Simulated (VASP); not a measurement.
Rh, 1 atom in the cell. Symmetry: Fm-3m, No. 225, cubic system. Conventional cell: a = 3.778 Å, b = 3.778 Å, c = 3.778 Å, α = 90.00°, β = 90.00°, γ = 90.00°. Within 3.5 Å of Rh (site symmetry m-3m) lie 12 Rh at 2.67 Å.  This cell differs from its parent crystal: volume scaled by 0.98.

| Item | Value |
| --- | --- |
| Program | VASP 6.6.1 |
| Task | electric field gradients |
| Functional | PBE |
| Potentials or basis | VASP PAW PBE potentials, release 64 (Rh_pv) |
| Cutoff | 520 eV |
| k mesh | 16 × 16 × 16 |
| Occupations | fermi-dirac, width 0.08 eV |
| Spin | no spin polarisation |
| Dipole correction | no |
| Further INCAR settings | ALGO = Normal; EDIFF = 1e-08; NBANDS = 14 |

Potentials or basis: VASP PAW PBE potentials, release 64 (Rh_pv).

Launch:

```sh
$ cat potpaw_PBE.64/Rh_pv/POTCAR > POTCAR
$ mpirun -np 1 vasp_std > vasp.out
```

Hardware: 1 thread of Intel(R) Xeon(R) Platinum 8488C (Sapphire Rapids), on a shared host.

Estimate the wall time of this run.

Run time: 14 s on 1 thread of Intel(R) Xeon(R) Platinum 8488C (Sapphire Rapids), with other jobs on the host, peak memory 0.14 GiB. Counts: scf iterations 14, k points 145.
